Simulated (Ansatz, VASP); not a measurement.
Given: the input of a run of Ansatz 0.2.0 on CoPdO2.

Contents of input.yaml:

```yaml
crystal:
  lattice:
    - [1.4316899074, 0.8265865534, 5.9577715763]
    - [-1.4316899074, 0.8265865534, 5.9577715763]
    - [0.0, -1.6531731068, 5.9577715763]
  atoms:
    - { symbol: Pd, position: [0.0, 0.0, 0.0] }
    - { symbol: Co, position: [0.5, 0.5, 0.5], spin: 0.5 }
    - { symbol: O, position: [0.112476, 0.112476, 0.112476] }
    - { symbol: O, position: [0.887524, 0.887524, 0.887524] }
hamiltonian:
  xc: pbe
  pseudopotentials: { kind: paw }
magnetization:
  spin_polarized: true
  initial_magnetization: 0.5
  spin_locking: { lock_magnetization: hard }
kpoints:
  mp_grid: { grid: [9, 9, 9] }
scf:
  occupations: { method: fermi_dirac, width: 0.05 }
  lower_state_search: "off"
output:
  forces: true
  stress: true
  eigenvalues: true
```

Potentials or basis: Ansatz PAW.

The run is started by

```sh
$ ansatz run input.yaml --threads 2 --pin off --max-ram 5632MiB --backend cpu --events-out ev --progress --plain --runs-dir out
```

Q: Translate it to VASP 6.6.1. Potentials there: VASP PAW PBE potentials, release 64 (Pd, Co, O).

A: As run (the cutoff follows the program's own potentials):

The input INCAR:

```
SYSTEM = CoPdO2
  PREC = Accurate
  ENCUT = 520
  EDIFF = 1E-6
  ISMEAR = -1
  SIGMA = 0.05
  LREAL = .False.
  LASPH = .True.
  NELM = 150
  ALGO = Normal
  ISIF = 2
  LWAVE = .False.
  LCHARG = .False.
  ISPIN = 2
  MAGMOM = 0 0.5 0 0
  LORBIT = 11
  NUPDOWN = 0.5
  LMAXMIX = 4
  GGA = PE
  NBANDS = 28
```

The input KPOINTS:

```
Automatic mesh
0
Gamma
  9 9 9
  0 0 0
```

File POSCAR:

```
CoPdO2
1.0
    1.4316899074      0.8265865534      5.9577715763
   -1.4316899074      0.8265865534      5.9577715763
    0.0000000000     -1.6531731068      5.9577715763
Pd Co O
1 1 2
Direct
    0.0000000000      0.0000000000      0.0000000000
    0.5000000000      0.5000000000      0.5000000000
    0.1124760000      0.1124760000      0.1124760000
    0.8875240000      0.8875240000      0.8875240000
```

Potentials or basis: VASP PAW PBE potentials, release 64 (Pd, Co, O).

Launch:

```sh
$ cat potpaw_PBE.64/Pd/POTCAR potpaw_PBE.64/Co/POTCAR potpaw_PBE.64/O/POTCAR > POTCAR
$ mpirun -np 1 vasp_std > vasp.out
```

Both were run:

|  | VASP | Ansatz | Ansatz less VASP |
| --- | --- | --- | --- |
| pressure (GPa) | 0.6 | 0.7 | +0.11 |
| traceless stress, the component that is largest in VASP (GPa) | 1.85 | 1.99 | +0.136 |
| rms of the force components (eV/Å) | 0.077 | 0.101 | +0.0233 |
| net moment per atom (μB) | 0.12 | 0.12 | 0.000 |
| size of the moment on the site where the two differ most (μB) | 0.23 | 0.20 | -0.033 |

Site moments also hang on the region over which each program counts them. Atom by atom the forces differ by 0.023 eV/Å (rms over components). With one functional, cell and mesh, what is left measures potentials, basis and numerics. VASP's potentials hold 31 valence electrons a cell and Ansatz's 47, so a difference there can come from the potentials and not from the codes.
